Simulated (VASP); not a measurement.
# Ta4As5 (I4/m) in VASP: single point with r2SCAN

Aim: the single point of Ta4As5 with r2SCAN.

Program: VASP 6.6.1. These are calculated values, not measurements. Logs are shortened: lines on timing, memory, paths and dates and some standing lists are left out, and cuts for length are marked.

**1. The cell of the first run**

The structure is tetragonal, space group I4/m (No. 87). The conventional cell has a = 7.893 Å, b = 7.893 Å, c = 4.902 Å, α = 90.00°, β = 90.00°, γ = 90.00°. Within 3.1 Å of Ta (site symmetry m) lie 6 As at 2.38 to 2.55 Å. Within 3.1 Å of As (site symmetry 4/m) lie 4 Ta at 2.38 Å. As (site symmetry m) has 5 Ta at 2.46 to 2.55 Å within 3.3 Å.

**2. Single point, r2SCAN**

Input file POSCAR:

```
Ta4As5
1.0
   -3.9465079760      3.9465079760      2.4509788369
    3.9465079760     -3.9465079760      2.4509788369
    3.9465079760      3.9465079760     -2.4509788369
Ta As
4 5
Direct
    0.7829399315      0.6056050453      0.3885449768
    0.3943949547      0.7829399315      0.1773348862
    0.6056050453      0.2170600685      0.8226651138
    0.2170600685      0.3943949547      0.6114550232
    0.5000000000      0.5000000000      0.0000000000
    0.9082991208      0.3085216554      0.2168207762
    0.6914783446      0.9082991208      0.5997774654
    0.3085216554      0.0917008792      0.4002225346
    0.0917008792      0.6914783446      0.7831792238
```

Input file INCAR.step1:

```
PREC     = Accurate       # precision mode
ENCUT    = 520            # plane-wave cutoff, eV
ISMEAR   = 0              # smearing method
SIGMA    = 0.1            # smearing width, eV
LREAL    = F              # projectors in reciprocal space
LASPH    = T              # aspherical terms in the spheres
NELM     = 60             # most SCF steps
NBANDS   = 44             # bands
GGA      = PE             # functional
ALGO     = Normal         # electronic algorithm
EDIFF    = 1E-4           # SCF threshold, eV
LWAVE    = T              # write WAVECAR
LCHARG   = F              # write CHGCAR
```

Input file INCAR.step2:

```
PREC     = Accurate       # precision mode
ENCUT    = 520            # plane-wave cutoff, eV
EDIFF    = 1E-7           # SCF threshold, eV
ISMEAR   = 0              # smearing method
SIGMA    = 0.1            # smearing width, eV
LREAL    = F              # projectors in reciprocal space
LASPH    = T              # aspherical terms in the spheres
NELM     = 60             # most SCF steps
ALGO     = Normal         # electronic algorithm
ISIF     = 2              # what is computed and relaxed
LWAVE    = F              # write WAVECAR
LCHARG   = T              # write CHGCAR
METAGGA  = R2SCAN         # meta-GGA
LMIXTAU  = T            
LELF     = T              # ELF
LVHAR    = T            
NBANDS   = 44             # bands
ISTART   = 1
```

Input file KPOINTS:

```
regular mesh
0
Gamma
  4 4 4
```

Potentials or basis: VASP PAW PBE potentials, release 64 (Ta_pv, As).

The run is started by

```console
cat potpaw_PBE.64/Ta_pv/POTCAR potpaw_PBE.64/As/POTCAR > POTCAR
cp INCAR.step1 INCAR
mpirun -np 1 vasp_std > vasp.out
cp INCAR.step2 INCAR
mpirun -np 1 vasp_std > vasp.out
```

OUTCAR:

```text
PREC = Accurate
   ENCUT = 520
   EDIFF = 1E-7
   ISMEAR = 0
   LREAL = F
   LASPH = T
   NELM = 60
   ISIF = 2
   METAGGA = R2SCAN
   ISTART = 1

 ion  position               nearest neighbor table
   1  0.783  0.606  0.389-   5 2.38   8 2.46   8 2.46   7 2.50   9 2.53   6 2.55   3 3.37   2 3.37
                             4 3.39   4 3.39
   2  0.394  0.783  0.177-   5 2.38   6 2.46   6 2.46   9 2.50   8 2.53   7 2.55   4 3.37   1 3.37
                             3 3.39   3 3.39
   3  0.606  0.217  0.823-   5 2.38   9 2.46   9 2.46   6 2.50   7 2.53   8 2.55   1 3.37   4 3.37
                             2 3.39   2 3.39
   4  0.217  0.394  0.611-   5 2.38   7 2.46   7 2.46   8 2.50   6 2.53   9 2.55   2 3.37   3 3.37
                             1 3.39   1 3.39
   5  0.500  0.500  0.000-   1 2.38   4 2.38   3 2.38   2 2.38
   6  0.908  0.309  0.217-   2 2.46   2 2.46   3 2.50   4 2.53   1 2.55
   7  0.691  0.908  0.600-   4 2.46   4 2.46   1 2.50   3 2.53   2 2.55
   8  0.309  0.092  0.400-   1 2.46   1 2.46   4 2.50   2 2.53   3 2.55
   9  0.092  0.691  0.783-   3 2.46   3 2.46   2 2.50   1 2.53   4 2.55

  LATTYP: Found a body centered tetragonal cell.
 ALAT       =     7.8930159520
 C/A-ratio  =     0.6210500148

  Lattice vectors:

 A1 = (  -3.9465079760,   3.9465079760,   2.4509788369)
 A2 = (   3.9465079760,  -3.9465079760,   2.4509788369)
 A3 = (   3.9465079760,   3.9465079760,  -2.4509788369)

Analysis of symmetry for initial positions (statically):
=====================================================================
 Subroutine PRICEL returns:
 Original cell was already a primitive cell.

 Routine SETGRP: Setting up the symmetry group for a
 body centered tetragonal supercell.

 Subroutine GETGRP returns: Found  8 space group operations
 (whereof  8 operations were pure point group operations)
 out of a pool of 16 trial point group operations.

The static configuration has the point symmetry C_4h.

Analysis of symmetry for dynamics (positions and initial velocities):
=====================================================================
 Subroutine PRICEL returns:
 Original cell was already a primitive cell.

 Routine SETGRP: Setting up the symmetry group for a
 body centered tetragonal supercell.

 Subroutine GETGRP returns: Found  8 space group operations
 (whereof  8 operations were pure point group operations)
 out of a pool of 16 trial point group operations.

The dynamic configuration has the point symmetry C_4h.

 Subroutine INISYM returns: Found  8 space group operations
 (whereof  8 operations are pure point group operations),
 and found     1 'primitive' translations

----------------------------------------------------------------------------------------

                                     Primitive cell

  volume of cell :     152.6952

  direct lattice vectors                    reciprocal lattice vectors
    -3.946507976  3.946507976  2.450978837     0.000000000  0.126694283  0.204000129
     3.946507976 -3.946507976  2.450978837     0.126694283  0.000000000  0.204000129
     3.946507976  3.946507976 -2.450978837     0.126694283  0.126694283  0.000000000

  length of vectors
     6.095666302  6.095666302  6.095666302     0.240140572  0.240140572  0.179172774

  position of ions in fractional coordinates (direct lattice)
     0.782939932  0.605605045  0.388544977
     0.394394955  0.782939932  0.177334886
     0.605605045  0.217060068  0.822665114
     0.217060068  0.394394955  0.611455023
     0.500000000  0.500000000  0.000000000
     0.908299121  0.308521655  0.216820776
     0.691478345  0.908299121  0.599777465
     0.308521655  0.091700879  0.400222535
     0.091700879  0.691478345  0.783179224

  ion indices of the primitive-cell ions
   primitive index   ion index
                 1           1
                 2           2
                 3           3
                 4           4
                 5           5
                 6           6
                 7           7
                 8           8
                 9           9

----------------------------------------------------------------------------------------

 KPOINTS: regular mesh

Automatic generation of k-mesh.
 Grid dimensions read from file:
 generate k-points for:    4    4    4

 Generating k-lattice:

  Cartesian coordinates                     Fractional coordinates (reciprocal lattice)
     0.000000000  0.031673571  0.051000032     0.250000000  0.000000000  0.000000000
     0.031673571  0.000000000  0.051000032     0.000000000  0.250000000  0.000000000
     0.031673571  0.031673571  0.000000000     0.000000000  0.000000000  0.250000000

  Length of vectors
     0.060035143  0.060035143  0.044793193

  Shift w.r.t. Gamma in fractional coordinates (k-lattice)
     0.000000000  0.000000000  0.000000000

 Subroutine IBZKPT returns following result:
 ===========================================

 Found     14 irreducible k-points:

 Following reciprocal coordinates:
            Coordinates               Weight
  0.000000  0.000000  0.000000      1.000000
  0.250000  0.000000  0.000000      8.000000
  0.500000  0.000000  0.000000      4.000000
  0.250000  0.250000  0.000000      8.000000
  0.500000  0.250000  0.000000      8.000000
 -0.250000  0.500000  0.000000      8.000000
 -0.250000  0.250000  0.000000      4.000000
  0.500000  0.500000  0.000000      2.000000
  0.250000  0.250000  0.250000      2.000000
 -0.250000  0.250000  0.250000      4.000000
  0.500000  0.500000  0.250000      4.000000
 -0.250000  0.500000  0.250000      8.000000
 -0.250000 -0.250000  0.250000      2.000000
  0.500000  0.500000  0.500000      1.000000
   k-points           NKPTS =     14   k-points in BZ     NKDIM =     14   number of bands    NBANDS=     44
   number of dos      NEDOS =    301   number of ions     NIONS =      9
   total plane-waves  NPLWV = 110592
   dimension x,y,z NGX =    48 NGY =   48 NGZ =   48
   dimension x,y,z NGXF=    96 NGYF=   96 NGZF=   96
   ions per type =               4   5
   NGX,Y,Z   is equivalent  to a cutoff of  13.09, 13.09, 13.09 a.u.
   NGXF,Y,Z  is equivalent  to a cutoff of  26.18, 26.18, 26.18 a.u.
 SYSTEM =  unknown system
   PREC   = accura    normal or accurate (medium, high low for compatibility)
   ISTART =      1    job   : 0-new  1-cont  2-samecut
   ICHARG =      0    charge: 1-file 2-atom 10-const
   ISPIN  =      1    spin polarized calculation?
   LNONCOLLINEAR =      F non collinear calculations
   LSORBIT =      F    spin-orbit coupling
   LASPH  =      T    aspherical Exc in radial PAW
   ENCUT  =  520.0 eV  38.22 Ry    6.18 a.u.  11.33 11.33 11.33*2*pi/ulx,y,z
   NELM   =     60;   NELMIN=  2; NELMDL=  0     # of ELM steps
   EDIFF  = 0.1E-06   stopping-criterion for ELM
   LREAL  =      F    real-space projection
   EDIFFG = 0.1E-05   stopping-criterion for IOM
   NSW    =      0    number of steps for IOM
   IBRION =     -1    ionic relax: 0-MD 1-quasi-New 2-CG
   NFREE  =      0    steps in history (QN), initial steepest desc. (CG)
   ISIF   =      2    stress and relaxation
   ISYM   =      2    0-nonsym 1-usesym 2-fastsym
   POTIM  = 0.5000    time-step for ionic-motion
   TEBEG  =    0.0;   TEEND  =   0.0 temperature during run
   PSTRESS=    0.0 pullay stress
   NELECT =      69.0000    total number of electrons
   NUPDOWN=      -1.0000    fix difference up-down
   EMIN   =  10.00;   EMAX   =-10.00  energy-range for DOS
   EFERMI =   0.00;   METHOD = LEGACY
   ISMEAR =     0;   SIGMA  =   0.10  broadening in eV -4-tet -1-fermi 0-gaus
   EFERMI_NEDOS =   21; number of points for ismear=-14 and -15
   IALGO  =     38    algorithm
   IMIX   =      4    mixing-type and parameters
     AMIX     =   0.40;   BMIX     =  1.00
     AMIX_MAG =   1.60;   BMIX_MAG =  1.00
  volume/ion in A,a.u.               =      16.97       114.49
  Fermi-wavevector in a.u.,A,eV,Ry     =   1.256269  2.374004 21.472879  1.578212
  Thomas-Fermi vector in A             =   2.389985
   LORBIT       =      0    0 simple, 1 ext, 2 COOP (PROOUT), +10 PAW based schemes
   METAGGA = R2SCAN    functional components
   LHFCALC =     F    Hartree Fock is set to
   AEXX    =    0.0000 exact exchange contribution
   IVDW    =     0    specifies the selected vdW correction
   LEPSILON=     F    determine dielectric tensor
   LRPA    =     F    only Hartree local field effects (RPA)
 non-spin polarized calculation
 Gauss-broadening in eV      SIGMA  =   0.10
  energy-cutoff  :      520.00
  volume of cell :      152.70
 maximum number of plane-waves:      4134
 NGX is ok and might be reduce to    48
   NGX = 23   NGY = 23   NGZ = 23

 number of electron      69.0000004 magnetization

 Free energy of the ion-electron system (eV)
  ---------------------------------------------------
  ext. energy  EPLUGINS =         0.00000000
  ---------------------------------------------------
  free energy    TOTEN  =      -267.73267523 eV

  energy without entropy =     -267.71358594  energy(sigma->0) =     -267.72313059

 E-fermi :   7.5460     XC(G=0): -12.5168

 val. band max:        7.4781435851   @ k =  -0.2500   0.2500   0.0000
 cond. band min:       7.5759627466   @ k =  -0.2500   0.2500   0.2500
 fundamental gap:      0.0978191616
 Fermi energy:         7.5460093350

 k-point     1 :       0.0000    0.0000    0.0000
  band No.  band energies     occupation
      1     -29.2379      2.00000
      2     -29.1829      2.00000
      3     -29.1829      2.00000
      4     -29.1798      2.00000
      5     -29.1798      2.00000
      6     -29.1606      2.00000
[... 36 lines left out ...]
     43       8.6421      0.00000
     44      10.0743      0.00000

 k-point     2 :       0.2500    0.0000    0.0000
  band No.  band energies     occupation
      1     -29.2435      2.00000
      2     -29.2124      2.00000
      3     -29.2016      2.00000
      4     -29.1939      2.00000
      5     -29.1660      2.00000
      6     -29.1383      2.00000
[... 36 lines left out ...]
     43       9.8671      0.00000
     44      10.1478      0.00000

 k-point     3 :       0.5000    0.0000    0.0000
  band No.  band energies     occupation
      1     -29.2555      2.00000
      2     -29.2171      2.00000
      3     -29.1932      2.00000
      4     -29.1929      2.00000
      5     -29.1662      2.00000
      6     -29.1549      2.00000
[... 506 lines left out ...]
     43      10.1016      0.00000
     44      10.5195      0.00000

 k-point    14 :       0.5000    0.5000    0.5000
  band No.  band energies     occupation
      1     -29.2408      2.00000
      2     -29.2303      2.00000
      3     -29.1572      2.00000
      4     -29.1509      2.00000
      5     -29.1509      2.00000
      6     -29.1350      2.00000
[... 36 lines left out ...]
     43      10.0947      0.00000
     44      10.1065      0.00000

------------------------ aborting loop because EDIFF is reached ----------------------------------------

  FORCE on cell =-STRESS in cart. coord.  units (eV):
  Direction    XX          YY          ZZ          XY          YZ          ZX
  --------------------------------------------------------------------------------------
  -------------------------------------------------------------------------------------
  Total       27.3406525     27.3406525     33.6395627     -0.0000040      0.0000000      0.0000000
  in kB      286.8758138    286.8758138    352.9680551     -0.0000424      0.0000000      0.0000000
  external PRESSURE =     308.9065609 kB  Pullay stress =       0.0000000 kB

 VOLUME and BASIS-vectors are now :
 -----------------------------------------------------------------------------
  energy-cutoff  :      520.00
  volume of cell :      152.70
      direct lattice vectors                 reciprocal lattice vectors
    -3.946507976  3.946507976  2.450978837     0.000000000  0.126694283  0.204000129
     3.946507976 -3.946507976  2.450978837     0.126694283  0.000000000  0.204000129
     3.946507976  3.946507976 -2.450978837     0.126694283  0.126694283  0.000000000

 POSITION                                       TOTAL-FORCE (eV/Angst)
 -----------------------------------------------------------------------------------
      0.83354      2.23325      2.45098         0.482196      0.369037     -0.000000
      2.23325     -0.83354      2.45098         0.369037     -0.482196     -0.000000
      1.71326      4.78005      0.00000        -0.369037      0.482196     -0.000000
      3.11297      1.71326     -0.00000        -0.482196     -0.369037      0.000000
      0.00000      0.00000      2.45098         0.000000      0.000000     -0.000000
     -1.51134      3.22271      2.45098        -1.252379      0.800626      0.000000
      3.22271      1.51134      2.45098         0.800626      1.252379     -0.000000
      0.72380      2.43517      0.00000        -0.800626     -1.252379      0.000000
      5.45785      0.72380      0.00000         1.252379     -0.800626     -0.000000
 -----------------------------------------------------------------------------------
    total drift:                               -0.000000      0.000000     -0.000000

  FREE ENERGIE OF THE ION-ELECTRON SYSTEM (eV)
  ---------------------------------------------------
  free  energy   TOTEN  =      -267.7326752304 eV

  energy  without entropy=     -267.7135859434  energy(sigma->0) =     -267.72313059
```

Wall time 5.6 min (1 thread of Intel Xeon 6975P-C (Granite Rapids), shared host); peak memory 0.39 GiB.

What came out:

- Free energy: -267.7327 eV
- Pressure: 30.9 GPa
- Largest force: 1.486 eV/Å

Forces on the atoms (eV/Å):
```
Ta   0.482  0.369  0.000
Ta   0.369 -0.482  0.000
Ta  -0.369  0.482  0.000
Ta  -0.482 -0.369  0.000
As   0.000  0.000  0.000
As  -1.252  0.801  0.000
As   0.801  1.252  0.000
As  -0.801 -1.252  0.000
As   1.252 -0.801  0.000
```

Caveat: the k points lie up to 0.38 Å⁻¹ apart; the PAW data sets were made with another functional, which shifts forces and pressure a little; spin-orbit coupling is left out, which moves the levels of the heavy elements.
